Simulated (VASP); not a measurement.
# Ta in VASP: notebook

The runs below take Ta through single point, with PBE, PBEsol.

Everything below comes from runs of VASP 6.6.1. Logs are shortened: lines on timing, memory, paths and dates and some standing lists are left out, and cuts for length are marked.

### 1 The cell of the first run

The cell holds a slab with vacuum, 14 atoms: a = 4.694 Å, b = 4.694 Å, c = 28.457 Å, α = 90.00°, β = 90.00°, γ = 60.00°.

### 2 Single point, PBE

File INCAR:

```
SYSTEM = Ta
PREC = Accurate
ENCUT = 520
EDIFF = 1E-6
ISMEAR = 1
SIGMA = 0.1
LREAL = .FALSE.
LASPH = .TRUE.
NELM = 80
ALGO = Normal
ISIF = 2
LWAVE = .FALSE.
LCHARG = .TRUE.
LDIPOL = .TRUE.
IDIPOL = 3
DIPOL = 0.5 0.5 0.500
GGA = PE
LELF = .TRUE.
LVHAR = .TRUE.
LVACPOTAV = .TRUE.
NBANDS = 90
```

File KPOINTS:

```
regular mesh
0
G
  8 8 1
  0 0 0
```

File POSCAR:

```
Ta
1.0
    4.6943281459      0.0000000000      0.0000000000
    2.3471640730      4.0654074281      0.0000000000
    0.0000000000      0.0000000000     28.4569343630
Ta
14
Direct
    0.6666666667      0.6666666667      0.2913943460
    0.0000000000      0.0000000000      0.3177948125
    0.3333333333      0.3333333333      0.3450795878
    0.6666666667      0.6666666667      0.3839986182
    0.0000000000      0.0000000000      0.4150796398
    0.3333333333      0.3333333333      0.4484220451
    0.6666666667      0.6666666667      0.4846708606
    0.0000000000      0.0000000000      0.5153294150
    0.3333333333      0.3333333333      0.5515780561
    0.6666666667      0.6666666667      0.5849204766
    0.0000000000      0.0000000000      0.6160017294
    0.3333333333      0.3333333333      0.6549201705
    0.6666666667      0.6666666667      0.6822047101
    0.0000000000      0.0000000000      0.7086055323
```

Potentials or basis: VASP PAW PBE potentials, release 64 (Ta_pv).

The run is started by

```sh
$ cat potpaw_PBE.64/Ta_pv/POTCAR > POTCAR
$ mpirun -np 1 vasp_std > vasp.out
```

OUTCAR:

```text
SYSTEM = Ta
   PREC = Accurate
   ENCUT = 520
   EDIFF = 1E-6
   ISMEAR = 1
   LREAL = .FALSE.
   LASPH = .TRUE.
   NELM = 80
   ISIF = 2
   GGA = PE

 ion  position               nearest neighbor table
   1  0.667  0.667  0.291-   4 2.64   2 2.81   2 2.81   2 2.81   3 3.11   3 3.11   3 3.11
   2  0.000  0.000  0.318-   5 2.77   1 2.81   1 2.81   1 2.81   3 2.82   3 2.82   3 2.82   4 3.30
                             4 3.30   4 3.30
   3  0.333  0.333  0.345-   2 2.82   2 2.82   2 2.82   4 2.93   4 2.93   4 2.93   6 2.94   1 3.11
                             1 3.11   1 3.11   5 3.36   5 3.36   5 3.36
   4  0.667  0.667  0.384-   1 2.64   5 2.85   5 2.85   5 2.85   7 2.86   3 2.93   3 2.93   3 2.93
                             6 3.27   6 3.27   6 3.27   2 3.30   2 3.30   2 3.30
   5  0.000  0.000  0.415-   2 2.77   4 2.85   4 2.85   4 2.85   8 2.85   6 2.87   6 2.87   6 2.87
                             7 3.36   7 3.36   7 3.36   3 3.36   3 3.36   3 3.36
   6  0.333  0.333  0.448-   5 2.87   5 2.87   5 2.87   7 2.90   7 2.90   7 2.90   9 2.94   3 2.94
                             4 3.27   4 3.27   4 3.27   8 3.31   8 3.31   8 3.31
   7  0.667  0.667  0.485-   8 2.85   8 2.85   8 2.85  10 2.85   4 2.86   6 2.90   6 2.90   6 2.90
                             9 3.31   9 3.31   9 3.31   5 3.36   5 3.36   5 3.36
   8  0.000  0.000  0.515-   7 2.85   7 2.85   7 2.85   5 2.85  11 2.86   9 2.90   9 2.90   9 2.90
                             6 3.31   6 3.31   6 3.31  10 3.36  10 3.36  10 3.36
   9  0.333  0.333  0.552-  10 2.87  10 2.87  10 2.87   8 2.90   8 2.90   8 2.90   6 2.94  12 2.94
                            11 3.27  11 3.27  11 3.27   7 3.31   7 3.31   7 3.31
  10  0.667  0.667  0.585-  13 2.77  11 2.85  11 2.85  11 2.85   7 2.85   9 2.87   9 2.87   9 2.87
                             8 3.36   8 3.36   8 3.36  12 3.36  12 3.36  12 3.36
  11  0.000  0.000  0.616-  14 2.64  10 2.85  10 2.85  10 2.85   8 2.86  12 2.93  12 2.93  12 2.93
                             9 3.27   9 3.27   9 3.27  13 3.30  13 3.30  13 3.30
  12  0.333  0.333  0.655-  13 2.82  13 2.82  13 2.82  11 2.93  11 2.93  11 2.93   9 2.94  14 3.11
                            14 3.11  14 3.11  10 3.36  10 3.36  10 3.36
  13  0.667  0.667  0.682-  10 2.77  14 2.81  14 2.81  14 2.81  12 2.82  12 2.82  12 2.82  11 3.30
                            11 3.30  11 3.30
  14  0.000  0.000  0.709-  11 2.64  13 2.81  13 2.81  13 2.81  12 3.11  12 3.11  12 3.11

  LATTYP: Found a hexagonal cell.
 ALAT       =     4.6943281460
 C/A-ratio  =     6.0619823494

  Lattice vectors:

 A1 = (  -2.3471640730,  -4.0654074281,   0.0000000000)
 A2 = (   4.6943281459,   0.0000000000,   0.0000000000)
 A3 = (   0.0000000000,   0.0000000000,  28.4569343630)

Analysis of symmetry for initial positions (statically):
=====================================================================
 Subroutine PRICEL returns:
 Original cell was already a primitive cell.

 Routine SETGRP: Setting up the symmetry group for a
 hexagonal supercell.

 Subroutine GETGRP returns: Found 12 space group operations
 (whereof  6 operations were pure point group operations)
 out of a pool of 24 trial point group operations.

The static configuration has the point symmetry C_3v.
 The point group associated with its full space group is D_3d.

Analysis of symmetry for dynamics (positions and initial velocities):
=====================================================================
 Subroutine PRICEL returns:
 Original cell was already a primitive cell.

 Routine SETGRP: Setting up the symmetry group for a
 hexagonal supercell.

 Subroutine GETGRP returns: Found 12 space group operations
 (whereof  6 operations were pure point group operations)
 out of a pool of 24 trial point group operations.

The dynamic configuration has the point symmetry C_3v.
 The point group associated with its full space group is D_3d.

 Subroutine INISYM returns: Found 12 space group operations
 (whereof  6 operations are pure point group operations),
 and found     1 'primitive' translations

----------------------------------------------------------------------------------------

                                     Primitive cell

  volume of cell :     543.0823

  direct lattice vectors                    reciprocal lattice vectors
     4.694328146  0.000000000  0.000000000     0.213023029 -0.122988903  0.000000000
     2.347164073  4.065407428  0.000000000     0.000000000  0.245977806  0.000000000
     0.000000000  0.000000000 28.456934363     0.000000000  0.000000000  0.035140820

  length of vectors
     4.694328146  4.694328146 28.456934363     0.245977806  0.245977806  0.035140820

  position of ions in fractional coordinates (direct lattice)
     0.666666667  0.666666667  0.291394346
     0.000000000  0.000000000  0.317794812
     0.333333333  0.333333333  0.345079588
     0.666666667  0.666666667  0.383998618
     0.000000000  0.000000000  0.415079640
     0.333333333  0.333333333  0.448422045
     0.666666667  0.666666667  0.484670861
     0.000000000  0.000000000  0.515329415
     0.333333333  0.333333333  0.551578056
     0.666666667  0.666666667  0.584920477
     0.000000000  0.000000000  0.616001729
     0.333333333  0.333333333  0.654920170
     0.666666667  0.666666667  0.682204710
     0.000000000  0.000000000  0.708605532

  ion indices of the primitive-cell ions
   primitive index   ion index
                 1           1
                 2           2
                 3           3
                 4           4
                 5           5
                 6           6
                 7           7
                 8           8
                 9           9
                10          10
                11          11
                12          12
                13          13
                14          14

----------------------------------------------------------------------------------------

 KPOINTS: regular mesh

Automatic generation of k-mesh.
 Grid dimensions read from file:
 generate k-points for:    8    8    1

 Generating k-lattice:

  Cartesian coordinates                     Fractional coordinates (reciprocal lattice)
     0.026627879 -0.015373613  0.000000000     0.125000000  0.000000000  0.000000000
     0.000000000  0.030747226  0.000000000     0.000000000  0.125000000  0.000000000
     0.000000000  0.000000000  0.035140820     0.000000000  0.000000000  1.000000000

  Length of vectors
     0.030747226  0.030747226  0.035140820

  Shift w.r.t. Gamma in fractional coordinates (k-lattice)
     0.000000000  0.000000000  0.000000000

 Subroutine IBZKPT returns following result:
 ===========================================

 Found     10 irreducible k-points:

 Following reciprocal coordinates:
            Coordinates               Weight
  0.000000  0.000000  0.000000      1.000000
  0.125000  0.000000  0.000000      6.000000
  0.250000  0.000000  0.000000      6.000000
  0.375000  0.000000  0.000000      6.000000
  0.500000  0.000000  0.000000      3.000000
  0.250000  0.125000  0.000000      6.000000
  0.375000  0.125000  0.000000     12.000000
  0.500000  0.125000  0.000000     12.000000
  0.500000  0.250000  0.000000      6.000000
 -0.375000  0.250000  0.000000      6.000000
   k-points           NKPTS =     10   k-points in BZ     NKDIM =     10   number of bands    NBANDS=     90
   number of dos      NEDOS =    301   number of ions     NIONS =     14
   total plane-waves  NPLWV = 279936
   dimension x,y,z NGX =    36 NGY =   36 NGZ =  216
   dimension x,y,z NGXF=    72 NGYF=   72 NGZF=  432
   ions per type =              14
   NGX,Y,Z   is equivalent  to a cutoff of  12.75, 12.75, 12.62 a.u.
   NGXF,Y,Z  is equivalent  to a cutoff of  25.50, 25.50, 25.24 a.u.
 SYSTEM =  Ta
   PREC   = accura    normal or accurate (medium, high low for compatibility)
   ISTART =      0    job   : 0-new  1-cont  2-samecut
   ICHARG =      2    charge: 1-file 2-atom 10-const
   ISPIN  =      1    spin polarized calculation?
   LNONCOLLINEAR =      F non collinear calculations
   LSORBIT =      F    spin-orbit coupling
   LASPH  =      T    aspherical Exc in radial PAW
   ENCUT  =  520.0 eV  38.22 Ry    6.18 a.u.   8.73  8.73 52.91*2*pi/ulx,y,z
   NELM   =     80;   NELMIN=  2; NELMDL= -5     # of ELM steps
   EDIFF  = 0.1E-05   stopping-criterion for ELM
   LREAL  =      F    real-space projection
   EDIFFG = 0.1E-04   stopping-criterion for IOM
   NSW    =      0    number of steps for IOM
   IBRION =     -1    ionic relax: 0-MD 1-quasi-New 2-CG
   NFREE  =      0    steps in history (QN), initial steepest desc. (CG)
   ISIF   =      2    stress and relaxation
   ISYM   =      2    0-nonsym 1-usesym 2-fastsym
   POTIM  = 0.5000    time-step for ionic-motion
   TEBEG  =    0.0;   TEEND  =   0.0 temperature during run
   PSTRESS=    0.0 pullay stress
   NELECT =     154.0000    total number of electrons
   NUPDOWN=      -1.0000    fix difference up-down
   EMIN   =  10.00;   EMAX   =-10.00  energy-range for DOS
   EFERMI =   0.00;   METHOD = LEGACY
   ISMEAR =     1;   SIGMA  =   0.10  broadening in eV -4-tet -1-fermi 0-gaus
   EFERMI_NEDOS =   21; number of points for ismear=-14 and -15
   IALGO  =     38    algorithm
   IMIX   =      4    mixing-type and parameters
     AMIX     =   0.40;   BMIX     =  1.00
     AMIX_MAG =   1.60;   BMIX_MAG =  1.00
  volume/ion in A,a.u.               =      38.79       261.78
  Fermi-wavevector in a.u.,A,eV,Ry     =   1.075540  2.032476 15.739030  1.156786
  Thomas-Fermi vector in A             =   2.211399
   LORBIT       =      0    0 simple, 1 ext, 2 COOP (PROOUT), +10 PAW based schemes
   GGA     = PE    functional components
   LHFCALC =     F    Hartree Fock is set to
   AEXX    =    0.0000 exact exchange contribution
   IVDW    =     0    specifies the selected vdW correction
   LEPSILON=     F    determine dielectric tensor
   LRPA    =     F    only Hartree local field effects (RPA)
 non-spin polarized calculation
 Methfessel and Paxton  Order N= 1 SIGMA  =   0.10
  energy-cutoff  :      520.00
  volume of cell :      543.08
 maximum number of plane-waves:     14661
   NGX = 17   NGY = 17   NGZ =105

 dipolmoment           0.000000      0.000000      0.000001 electrons x Angstroem

 number of electron     153.9999976 magnetization

 dipolmoment           0.000000      0.000000     -0.000000 electrons x Angstroem

 Free energy of the ion-electron system (eV)
  ---------------------------------------------------
  ext. energy  EPLUGINS =         0.00000000
  ---------------------------------------------------
  free energy    TOTEN  =      -158.85137695 eV

  energy without entropy =     -158.83365114  energy(sigma->0) =     -158.84546835

 E-fermi :   0.6487     XC(G=0):  -6.6558

 val. band max:        0.6437388661   @ k =   0.2500   0.1250   0.0000
 cond. band min:       0.6557612550   @ k =   0.3750   0.1250   0.0000
 fundamental gap:      0.0120223889
 Fermi energy:         0.6487066037

 k-point     1 :       0.0000    0.0000    0.0000
  band No.  band energies     occupation
      1     -33.7988      2.00000
      2     -33.7978      2.00000
      3     -33.5804      2.00000
      4     -33.5804      2.00000
      5     -33.5798      2.00000
      6     -33.5798      2.00000
[... 909 lines left out ...]
     88       2.3733     -0.00000
     89       2.5578     -0.00000
 [bands above 89 left out]

------------------------ aborting loop because EDIFF is reached ----------------------------------------

  FORCE on cell =-STRESS in cart. coord.  units (eV):
  Direction    XX          YY          ZZ          XY          YZ          ZX
  --------------------------------------------------------------------------------------
  -------------------------------------------------------------------------------------
  Total       -3.7346390     -3.7346390      0.2281191     -0.0000000     -0.0000000     -0.0000000
  in kB      -11.0177668    -11.0177668      0.6729869     -0.0000000     -0.0000000     -0.0000000
  external PRESSURE =      -7.1208489 kB  Pullay stress =       0.0000000 kB

 VOLUME and BASIS-vectors are now :
 -----------------------------------------------------------------------------
  energy-cutoff  :      520.00
  volume of cell :      543.08
      direct lattice vectors                 reciprocal lattice vectors
     4.694328146  0.000000000  0.000000000     0.213023029 -0.122988903  0.000000000
     2.347164073  4.065407428  0.000000000     0.000000000  0.245977806  0.000000000
     0.000000000  0.000000000 28.456934363     0.000000000  0.000000000  0.035140820

 POSITION                                       TOTAL-FORCE (eV/Angst)
 -----------------------------------------------------------------------------------
      4.69433      2.71027      8.29219        -0.000000      0.000000     -0.026184
      0.00000      0.00000      9.04347         0.000000      0.000000     -0.009626
      2.34716      1.35514      9.81991        -0.000000      0.000000      0.009992
      4.69433      2.71027     10.92742        -0.000000     -0.000000      0.011255
      0.00000      0.00000     11.81189        -0.000000     -0.000000     -0.007679
      2.34716      1.35514     12.76072        -0.000000      0.000000     -0.008539
      4.69433      2.71027     13.79225         0.000000     -0.000000     -0.009704
      0.00000      0.00000     14.66470        -0.000000      0.000000      0.009704
      2.34716      1.35514     15.69622         0.000000     -0.000000      0.008539
      4.69433      2.71027     16.64504         0.000000      0.000000      0.007679
      0.00000      0.00000     17.52952         0.000000     -0.000000     -0.011255
      2.34716      1.35514     18.63702         0.000000     -0.000000     -0.009992
      4.69433      2.71027     19.41345        -0.000000     -0.000000      0.009626
      0.00000      0.00000     20.16474         0.000000     -0.000000      0.026184
 -----------------------------------------------------------------------------------
    total drift:                               -0.000000     -0.000000      0.000734

  FREE ENERGIE OF THE ION-ELECTRON SYSTEM (eV)
  ---------------------------------------------------
  free  energy   TOTEN  =      -158.8513769468 eV

  energy  without entropy=     -158.8336511437  energy(sigma->0) =     -158.84546835

 vacuum level on the upper side and lower side of the slab         4.401         4.401
```

Wall time 25 min (1 thread of AMD EPYC 7R43 (Zen 3), shared host); peak memory 0.71 GiB.

Results:

| Quantity | Value |
| --- | --- |
| Free energy | -158.8514 eV |
| Largest force | 0.026 eV/Å |
| Band gap on the k mesh | zero (bands 77 and 78 overlap by 0.09 eV) |

Forces in eV/Å, atoms in the order of the input:
```
Ta   0.000  0.000 -0.026
Ta   0.000  0.000 -0.010
Ta   0.000  0.000  0.010
Ta   0.000  0.000  0.011
Ta   0.000  0.000 -0.008
Ta   0.000  0.000 -0.009
Ta   0.000  0.000 -0.010
Ta   0.000  0.000  0.010
Ta   0.000  0.000  0.009
Ta   0.000  0.000  0.008
Ta   0.000  0.000 -0.011
Ta   0.000  0.000 -0.010
Ta   0.000  0.000  0.010
Ta   0.000  0.000  0.026
```

Levels at points of the mesh, in eV from the Fermi level:
```
           k point  band 73  band 74  band 75  band 76  band 77  band 78  band 79  band 80  band 81  band 82
(0.00, 0.00, 0.00)    -0.77    -0.62    -0.62    -0.07    -0.07    -0.07    -0.06     0.37     0.37     0.62
(0.50, 0.00, 0.00)    -0.58    -0.53    -0.50    -0.45    -0.42     0.04     0.20     0.33     0.78     0.85
```

Caveat: spin-orbit coupling is left out, which moves the levels of the heavy elements.

### 3 Single point, PBEsol

This run uses another cell than the first one.

File INCAR:

```
SYSTEM = Ta
  PREC = Accurate
  ENCUT = 400
  EDIFF = 1E-6
  ISMEAR = 1
  SIGMA = 0.1
  LREAL = .FALSE.
  LASPH = .TRUE.
  NELM = 120
  ALGO = Normal
  ISIF = 2
  LWAVE = .FALSE.
  LCHARG = .TRUE.
  LDIPOL = .TRUE.
  IDIPOL = 3
  DIPOL = 0.5 0.5 0.500
  GGA = PS
  LELF = .TRUE.
  LVHAR = .TRUE.
  LVACPOTAV = .TRUE.
  NBANDS = 90
  GGA_COMPAT = .FALSE.
  NELMDL = -8
```

KPOINTS is that of step 2.

File POSCAR:

```
Ta
1.0
    4.6418128370      0.0000000000      0.0000000000
    2.3209064180      4.0199278360      0.0000000000
    0.0000000000      0.0000000000     20.3175790090
Ta
14
Direct
    0.6666666667      0.6666666667      0.1968738499
    0.0000000000      0.0000000000      0.2435086422
    0.3333333333      0.3333333333      0.2901434345
    0.6666666667      0.6666666667      0.3367782269
    0.0000000000      0.0000000000      0.3834130192
    0.3333333333      0.3333333333      0.4300478115
    0.6666666667      0.6666666667      0.4766826038
    0.0000000000      0.0000000000      0.5233173962
    0.3333333333      0.3333333333      0.5699521885
    0.6666666667      0.6666666667      0.6165869808
    0.0000000000      0.0000000000      0.6632217731
    0.3333333333      0.3333333333      0.7098565655
    0.6666666667      0.6666666667      0.7564913578
    0.0000000000      0.0000000000      0.8031261501
```

Potentials or basis: VASP PAW PBE potentials, release 64 (Ta_pv).

The run is started by

```sh
$ cat potpaw_PBE.64/Ta_pv/POTCAR > POTCAR
$ mpirun -np 1 vasp_std > vasp.out
```

Run time: 8.6 min. Hardware: 1 thread of Intel Xeon Platinum 8375C at 2.90GHz (Ice Lake), shared host; peak memory 0.43 GiB.

It converged, with:

| Quantity | Value |
| --- | --- |
| Free energy | -167.8961 eV |
| Largest force | 2.124 eV/Å |
| Band gap on the k mesh | zero (bands 77 and 78 overlap by 0.22 eV) |

Forces on the atoms (eV/Å):
```
Ta   0.000  0.000  2.124
Ta   0.000  0.000  0.316
Ta   0.000  0.000 -1.288
Ta   0.000  0.000 -0.717
Ta   0.000  0.000 -0.461
Ta   0.000  0.000 -0.257
Ta   0.000  0.000  0.372
Ta   0.000  0.000 -0.372
Ta   0.000  0.000  0.257
Ta   0.000  0.000  0.461
Ta   0.000  0.000  0.717
Ta   0.000  0.000  1.288
Ta   0.000  0.000 -0.316
Ta   0.000  0.000 -2.124
```

Levels at points of the mesh, in eV from the Fermi level:
| k point | band 75 | band 76 | band 77 | band 78 | band 79 | band 80 |
| --- | --- | --- | --- | --- | --- | --- |
| (0.00, 0.00, 0.00) | -0.51 | -0.31 | -0.31 | -0.05 | 0.02 | 0.09 |
| (0.50, 0.00, 0.00) | -0.39 | -0.37 | -0.25 | 0.12 | 0.19 | 0.47 |

Caveat: the PAW data sets were made with another functional, which shifts forces and pressure a little; spin-orbit coupling is left out, which moves the levels of the heavy elements.

[end of part 1 of 2]
